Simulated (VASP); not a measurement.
# LiBr (Fm-3m) in VASP: a series of runs

LiBr is run at these levels: PBE, r2SCAN; tasks: single point.

Program: VASP 6.6.1. These are calculated values, not measurements. Logs are shortened: lines on timing, memory, paths and dates and some standing lists are left out, and cuts for length are marked.

**1. The cell of the first run**

It takes space group Fm-3m (No. 225, cubic). The conventional cell has a = 5.565 Å, b = 5.565 Å, c = 5.565 Å, α = 90.00°, β = 90.00°, γ = 90.00°. Li (site symmetry m-3m) has 6 Br at 2.78 Å within 3.7 Å. Br (site symmetry m-3m) has 6 Li at 2.78 Å within 3.7 Å.

**2. Single point, PBE (volume changed by +3%)**

File INCAR:

```
SYSTEM = LiBr
PREC     = Accurate       ! precision mode
ENCUT    = 750            ! plane-wave cutoff, eV
EDIFF    = 1E-6           ! SCF threshold, eV
ISMEAR   = 0              ! smearing method
SIGMA    = 0.01           ! smearing width, eV
LREAL    = .False.        ! projectors in reciprocal space
LASPH    = .True.         ! aspherical terms in the spheres
NELM     = 120            ! most SCF steps
ALGO     = Normal         ! electronic algorithm
ISIF     = 2              ! what is computed and relaxed
LWAVE    = .False.        ! write WAVECAR
LCHARG   = .True.         ! write CHGCAR
GGA      = PE             ! functional
LELF     = .True.         ! ELF
LVHAR    = .True.       
NBANDS   = 12             ! bands
GGA_COMPAT= .False.
```

File KPOINTS:

```
regular mesh
0
Gamma
  6 6 6
  0 0 0
```

File POSCAR:

```
LiBr
1.0
    0.0000000000      2.7826870808      2.7826870808
    2.7826870808      0.0000000000      2.7826870808
    2.7826870808      2.7826870808      0.0000000000
Li Br
1 1
Direct
    0.0000000000      0.0000000000      0.0000000000
    0.5000000000      0.5000000000      0.5000000000
```

Potentials or basis: VASP PAW PBE potentials, release 64 (Li_sv, Br).

Run with:

```sh
$ cat potpaw_PBE.64/Li_sv/POTCAR potpaw_PBE.64/Br/POTCAR > POTCAR
$ mpirun -np 1 vasp_std > vasp.out
```

OUTCAR:

```text
SYSTEM = LiBr
   PREC = Accurate
   ENCUT = 750
   EDIFF = 1E-6
   ISMEAR = 0
   LREAL = .False.
   LASPH = .True.
   NELM = 120
   ISIF = 2
   GGA = PE

 ion  position               nearest neighbor table
   1  0.000  0.000  0.000-
   2  0.500  0.500  0.500-

  LATTYP: Found a face centered cubic cell.
 ALAT       =     5.5653741616

  Lattice vectors:

 A1 = (   0.0000000000,   2.7826870808,   2.7826870808)
 A2 = (   2.7826870808,   0.0000000000,   2.7826870808)
 A3 = (   2.7826870808,   2.7826870808,   0.0000000000)

Analysis of symmetry for initial positions (statically):
=====================================================================
 Subroutine PRICEL returns:
 Original cell was already a primitive cell.

 Routine SETGRP: Setting up the symmetry group for a
 face centered cubic supercell.

 Subroutine GETGRP returns: Found 48 space group operations
 (whereof 48 operations were pure point group operations)
 out of a pool of 48 trial point group operations.

The static configuration has the point symmetry O_h .

Analysis of symmetry for dynamics (positions and initial velocities):
=====================================================================
 Subroutine PRICEL returns:
 Original cell was already a primitive cell.

 Routine SETGRP: Setting up the symmetry group for a
 face centered cubic supercell.

 Subroutine GETGRP returns: Found 48 space group operations
 (whereof 48 operations were pure point group operations)
 out of a pool of 48 trial point group operations.

The dynamic configuration has the point symmetry O_h .

 Subroutine INISYM returns: Found 48 space group operations
 (whereof 48 operations are pure point group operations),
 and found     1 'primitive' translations

----------------------------------------------------------------------------------------

                                     Primitive cell

  volume of cell :      43.0946

  direct lattice vectors                    reciprocal lattice vectors
     0.000000000  2.782687081  2.782687081    -0.179682438  0.179682438  0.179682438
     2.782687081  0.000000000  2.782687081     0.179682438 -0.179682438  0.179682438
     2.782687081  2.782687081  0.000000000     0.179682438  0.179682438 -0.179682438

  length of vectors
     3.935313810  3.935313810  3.935313810     0.311219113  0.311219113  0.311219113

  position of ions in fractional coordinates (direct lattice)
     0.000000000  0.000000000  0.000000000
     0.500000000  0.500000000  0.500000000

  ion indices of the primitive-cell ions
   primitive index   ion index
                 1           1
                 2           2

----------------------------------------------------------------------------------------

 KPOINTS: regular mesh

Automatic generation of k-mesh.
 Grid dimensions read from file:
 generate k-points for:    6    6    6

 Generating k-lattice:

  Cartesian coordinates                     Fractional coordinates (reciprocal lattice)
    -0.029947073  0.029947073  0.029947073     0.166666667  0.000000000  0.000000000
     0.029947073 -0.029947073  0.029947073     0.000000000  0.166666667  0.000000000
     0.029947073  0.029947073 -0.029947073     0.000000000  0.000000000  0.166666667

  Length of vectors
     0.051869852  0.051869852  0.051869852

  Shift w.r.t. Gamma in fractional coordinates (k-lattice)
     0.000000000  0.000000000  0.000000000

 Subroutine IBZKPT returns following result:
 ===========================================

 Found     16 irreducible k-points:

 Following reciprocal coordinates:
            Coordinates               Weight
  0.000000  0.000000  0.000000      1.000000
  0.166667  0.000000  0.000000      8.000000
  0.333333  0.000000  0.000000      8.000000
  0.500000  0.000000  0.000000      4.000000
  0.166667  0.166667  0.000000      6.000000
  0.333333  0.166667  0.000000     24.000000
[... 8 lines left out ...]
 -0.333333  0.333333  0.166667     24.000000
 -0.333333  0.500000  0.166667     12.000000
   k-points           NKPTS =     16   k-points in BZ     NKDIM =     16   number of bands    NBANDS=     12
   number of dos      NEDOS =    301   number of ions     NIONS =      2
   total plane-waves  NPLWV =  46656
   dimension x,y,z NGX =    36 NGY =   36 NGZ =   36
   dimension x,y,z NGXF=    72 NGYF=   72 NGZF=   72
   ions per type =               1   1
   NGX,Y,Z   is equivalent  to a cutoff of  15.21, 15.21, 15.21 a.u.
   NGXF,Y,Z  is equivalent  to a cutoff of  30.42, 30.42, 30.42 a.u.
 SYSTEM =  LiBr
   PREC   = accura    normal or accurate (medium, high low for compatibility)
   ISTART =      0    job   : 0-new  1-cont  2-samecut
   ICHARG =      2    charge: 1-file 2-atom 10-const
   ISPIN  =      1    spin polarized calculation?
   LNONCOLLINEAR =      F non collinear calculations
   LSORBIT =      F    spin-orbit coupling
   LASPH  =      T    aspherical Exc in radial PAW
   ENCUT  =  750.0 eV  55.12 Ry    7.42 a.u.   8.79  8.79  8.79*2*pi/ulx,y,z
   NELM   =    120;   NELMIN=  2; NELMDL= -5     # of ELM steps
   EDIFF  = 0.1E-05   stopping-criterion for ELM
   LREAL  =      F    real-space projection
   EDIFFG = 0.1E-04   stopping-criterion for IOM
   NSW    =      0    number of steps for IOM
   IBRION =     -1    ionic relax: 0-MD 1-quasi-New 2-CG
   NFREE  =      0    steps in history (QN), initial steepest desc. (CG)
   ISIF   =      2    stress and relaxation
   ISYM   =      2    0-nonsym 1-usesym 2-fastsym
   POTIM  = 0.5000    time-step for ionic-motion
   TEBEG  =    0.0;   TEEND  =   0.0 temperature during run
   PSTRESS=    0.0 pullay stress
   NELECT =      10.0000    total number of electrons
   NUPDOWN=      -1.0000    fix difference up-down
   EMIN   =  10.00;   EMAX   =-10.00  energy-range for DOS
   EFERMI =   0.00;   METHOD = LEGACY
   ISMEAR =     0;   SIGMA  =   0.01  broadening in eV -4-tet -1-fermi 0-gaus
   EFERMI_NEDOS =   21; number of points for ismear=-14 and -15
   IALGO  =     38    algorithm
   IMIX   =      4    mixing-type and parameters
     AMIX     =   0.40;   BMIX     =  1.00
     AMIX_MAG =   1.60;   BMIX_MAG =  1.00
  volume/ion in A,a.u.               =      21.55       145.41
  Fermi-wavevector in a.u.,A,eV,Ry     =   1.006006  1.901075 13.769743  1.012048
  Thomas-Fermi vector in A             =   2.138721
   LORBIT       =      0    0 simple, 1 ext, 2 COOP (PROOUT), +10 PAW based schemes
   GGA     = PE    functional components
   LHFCALC =     F    Hartree Fock is set to
   AEXX    =    0.0000 exact exchange contribution
   IVDW    =     0    specifies the selected vdW correction
   LEPSILON=     F    determine dielectric tensor
   LRPA    =     F    only Hartree local field effects (RPA)
 non-spin polarized calculation
 Gauss-broadening in eV      SIGMA  =   0.01
  energy-cutoff  :      750.00
  volume of cell :       43.09
 maximum number of plane-waves:      2044
   NGX = 17   NGY = 17   NGZ = 17

 number of electron      10.0000000 magnetization

 number of electron       9.9999999 magnetization

 Free energy of the ion-electron system (eV)
  ---------------------------------------------------
  ext. energy  EPLUGINS =         0.00000000
  ---------------------------------------------------
  free energy    TOTEN  =        -6.63828165 eV

  energy without entropy =       -6.63828165  energy(sigma->0) =       -6.63828165

 E-fermi :   0.1724     XC(G=0):  -8.2818

 val. band max:        0.0741051053   @ k =   0.0000   0.0000   0.0000
 cond. band min:       4.8694699798   @ k =   0.0000   0.0000   0.0000
 fundamental gap:      4.7953648746
 Fermi energy:         0.1724487683

 k-point     1 :       0.0000    0.0000    0.0000
  band No.  band energies     occupation
      1     -44.3805      2.00000
      2     -13.2440      2.00000
      3       0.0741      2.00000
      4       0.0741      2.00000
      5       0.0741      2.00000
      6       4.8695      0.00000
      7      10.5452      0.00000
      8      10.5452      0.00000
      9      10.5452      0.00000
     10      12.1582      0.00000
     11      12.1582      0.00000
     12      12.1582      0.00000

 k-point     2 :       0.1667    0.0000    0.0000
  band No.  band energies     occupation
      1     -44.3803      2.00000
      2     -13.1438      2.00000
      3      -0.8175      2.00000
      4       0.0074      2.00000
      5       0.0074      2.00000
      6       5.6479      0.00000
      7       9.5819      0.00000
      8       9.9780      0.00000
      9       9.9780      0.00000
     10      11.5833      0.00000
     11      11.5833      0.00000
     12      12.6535      0.00000

 k-point     3 :       0.3333    0.0000    0.0000
  band No.  band energies     occupation
      1     -44.3799      2.00000
      2     -12.9293      2.00000
      3      -2.1178      2.00000
      4      -0.1153      2.00000
      5      -0.1153      2.00000
      6       5.8907      0.00000
      7       8.6476      0.00000
      8       8.6476      0.00000
      9      10.3589      0.00000
     10      13.1893      0.00000
     11      13.4150      0.00000
     12      13.4150      0.00000
[... 166 lines left out ...]
 k-point    15 :      -0.3333    0.3333    0.1667
  band No.  band energies     occupation
      1     -44.3795      2.00000
      2     -12.6895      2.00000
      3      -2.2026      2.00000
      4      -1.5836      2.00000
      5      -0.7074      2.00000
      6       7.6869      0.00000
      7       7.8830      0.00000
      8       9.6564      0.00000
      9      10.0034      0.00000
     10      13.1434      0.00000
     11      13.8429      0.00000
     12      16.8079      0.00000

 k-point    16 :      -0.3333    0.5000    0.1667
  band No.  band energies     occupation
      1     -44.3794      2.00000
      2     -12.6453      2.00000
      3      -2.3146      2.00000
      4      -1.5102      2.00000
      5      -0.9994      2.00000
      6       7.1509      0.00000
      7       8.3651      0.00000
      8       9.7292      0.00000
      9      10.4270      0.00000
     10      12.9504      0.00000
     11      15.1289      0.00000
     12      17.0170      0.00000

------------------------ aborting loop because EDIFF is reached ----------------------------------------

  FORCE on cell =-STRESS in cart. coord.  units (eV):
  Direction    XX          YY          ZZ          XY          YZ          ZX
  --------------------------------------------------------------------------------------
  -------------------------------------------------------------------------------------
  Total       -0.2020334     -0.2020334     -0.2020334     -0.0000000      0.0000000      0.0000000
  in kB       -7.5112242     -7.5112242     -7.5112242     -0.0000000      0.0000000      0.0000000
  external PRESSURE =      -7.5112242 kB  Pullay stress =       0.0000000 kB

 VOLUME and BASIS-vectors are now :
 -----------------------------------------------------------------------------
  energy-cutoff  :      750.00
  volume of cell :       43.09
      direct lattice vectors                 reciprocal lattice vectors
     0.000000000  2.782687081  2.782687081    -0.179682438  0.179682438  0.179682438
     2.782687081  0.000000000  2.782687081     0.179682438 -0.179682438  0.179682438
     2.782687081  2.782687081  0.000000000     0.179682438  0.179682438 -0.179682438

 POSITION                                       TOTAL-FORCE (eV/Angst)
 -----------------------------------------------------------------------------------
      0.00000      0.00000      0.00000        -0.000000     -0.000000      0.000000
      2.78269      2.78269      2.78269         0.000000      0.000000     -0.000000
 -----------------------------------------------------------------------------------
    total drift:                                0.000000      0.000000      0.000000

  FREE ENERGIE OF THE ION-ELECTRON SYSTEM (eV)
  ---------------------------------------------------
  free  energy   TOTEN  =        -6.6382816541 eV

  energy  without entropy=       -6.6382816541  energy(sigma->0) =       -6.63828165
```

Wall time 28 s (1 thread of Intel Xeon 8259CL, shared host); peak memory 0.21 GiB.

What came out:

```
Free energy            : -6.6383 eV
Pressure               : -0.8 GPa
Band gap on the k mesh : 4.80 eV, direct
```

Caveat: the cell differs from its parent crystal (volume changed by +3%).

**3. Single point, PBE (volume changed by +6%)**

File INCAR:

```
ALGO     = Normal         # electronic algorithm
EDIFF    = 1E-6           # SCF threshold, eV
ENCUT    = 750            # plane-wave cutoff, eV
GGA      = PE             # functional
GGA_COMPAT= F            
ISIF     = 2              # what is computed and relaxed
ISMEAR   = 0              # smearing method
LASPH    = T              # aspherical terms in the spheres
LCHARG   = F              # write CHGCAR
LREAL    = F              # projectors in reciprocal space
LWAVE    = F              # write WAVECAR
NBANDS   = 12             # bands
NELM     = 120            # most SCF steps
PREC     = Accurate       # precision mode
SIGMA    = 0.01           # smearing width, eV
```

File KPOINTS:

```
k-points
0
Gamma
  6 6 6
```

File POSCAR:

```
LiBr
1.0
    0.0000000000      2.8094453289      2.8094453289
    2.8094453289      0.0000000000      2.8094453289
    2.8094453289      2.8094453289      0.0000000000
Li Br
1 1
Direct
    0.0000000000      0.0000000000      0.0000000000
    0.5000000000      0.5000000000      0.5000000000
```

Potentials or basis: VASP PAW PBE potentials, release 64 (Li_sv, Br).

Run with:

```sh
$ cat potpaw_PBE.64/Li_sv/POTCAR potpaw_PBE.64/Br/POTCAR > POTCAR
$ mpirun -np 1 vasp_std > vasp.out
```

It took 22 s on 1 thread of Intel Xeon 8259CL, shared host; peak memory 0.21 GiB.

The run converged. Its results:

* Free energy: -6.6302 eV
* Pressure: -1.4 GPa
* Band gap on the k mesh: 4.68 eV, direct

Levels at points of the mesh, in eV from the valence-band top:
```
           k point  band 3  band 4  band 5  band 6  band 7  band 8
(0.00, 0.00, 0.00)    0.00    0.00    0.00    4.68   10.44   10.44
(0.50, 0.00, 0.00)   -2.62   -0.23   -0.23    5.59    8.08    8.08
(0.50, 0.50, 0.00)   -2.60   -1.02   -1.02    6.15    7.21   11.11
```

Caveat: the cell differs from its parent crystal (volume changed by +6%).

**4. Single point, PBE**

This run uses another cell than the first one, of 20.56 Å³/atom, 0.954 times its volume.

File INCAR:

```
ALGO = Normal
EDIFF = 1E-6
ENCUT = 750
GGA = PE
GGA_COMPAT = False
ISIF = 2
ISMEAR = 0
LASPH = True
LCHARG = False
LREAL = False
LWAVE = False
NBANDS = 12
NELM = 120
PREC = Accurate
SIGMA = 0.01
```

File KPOINTS:

```
k-points
0
Gamma
  8 8 8
```

File POSCAR:

```
LiBr
1.0
    0.0000000000      2.7395485848      2.7395485848
    2.7395485848      0.0000000000      2.7395485848
    2.7395485848      2.7395485848      0.0000000000
Li Br
1 1
Direct
    0.0000000000      0.0000000000      0.0000000000
    0.5000000000      0.5000000000      0.5000000000
```

Run with:

```sh
$ cat potpaw_PBE.64/Li_sv/POTCAR potpaw_PBE.64/Br/POTCAR > POTCAR
$ mpirun -np 1 vasp_std > vasp.out
```

It took 37 s on 1 thread of Intel Xeon 8259CL, shared host; peak memory 0.21 GiB.

It converged, with:

- Free energy: -6.6406 eV
- Pressure: 0.4 GPa
- Band gap on the k mesh: 4.99 eV, direct

Levels at points of the mesh, in eV from the valence-band top:
```tsv
k point	band 1	band 2	band 3	band 4	band 5	band 6	band 7	band 8	band 9	band 10
(0.00, 0.00, 0.00)	-44.38	-13.47	0.00	0.00	0.00	4.99	10.51	10.51	10.51	12.29
(0.50, 0.00, 0.00)	-44.38	-12.99	-2.93	-0.27	-0.27	5.63	8.11	8.11	11.87	14.09
(0.50, 0.50, 0.00)	-44.38	-12.79	-2.93	-1.16	-1.16	6.26	7.09	11.72	12.52	12.52
```

As with any semilocal functional, this PBE gap is likely too small.

[end of part 1 of 2]
